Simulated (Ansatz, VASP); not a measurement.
## One calculation of PtSe2, two programs

```
Pt Se
1.0
     3.75156    0.00000    0.00000
    -1.87578    3.24894    0.00000
     0.00000    0.00000    6.49895
Pt Se
1 2
Direct
  0.00000 0.00000 0.00000
  0.66667 0.33333 0.79895
  0.33333 0.66667 0.20105
```

Alike in both runs: task single point; functional PBE; k mesh 12 × 12 × 4; occupations gaussian, width 0.02 eV; collinear spin.

|  | VASP | Ansatz |
| --- | --- | --- |
| version | VASP 6.6.1 | Ansatz 0.2.0 |
| potentials or method | VASP PAW PBE potentials, release 64 (Pt, Se), cutoff 500 eV | scalar-relativistic, plane waves, PAW |
| valence electrons in the cell | 22 | 50 |

VASP gave:

| Property | Result |
| --- | --- |
| gap on the k mesh at the Fermi level (eV) | 0.87 |
| pressure (GPa) | 0.0 |
| net moment per atom (μB) | 0.00 |

Q: Estimate Ansatz's values.

A: gap on the k mesh at the Fermi level (eV): 0.88; pressure (GPa): 0.0; net moment per atom (μB): 0.00.

VASP's potentials hold 22 valence electrons a cell and Ansatz's 50, so a difference there can come from the potentials and not from the codes. Ansatz's warnings: seeded moment not kept.

Spin-orbit coupling is off throughout.
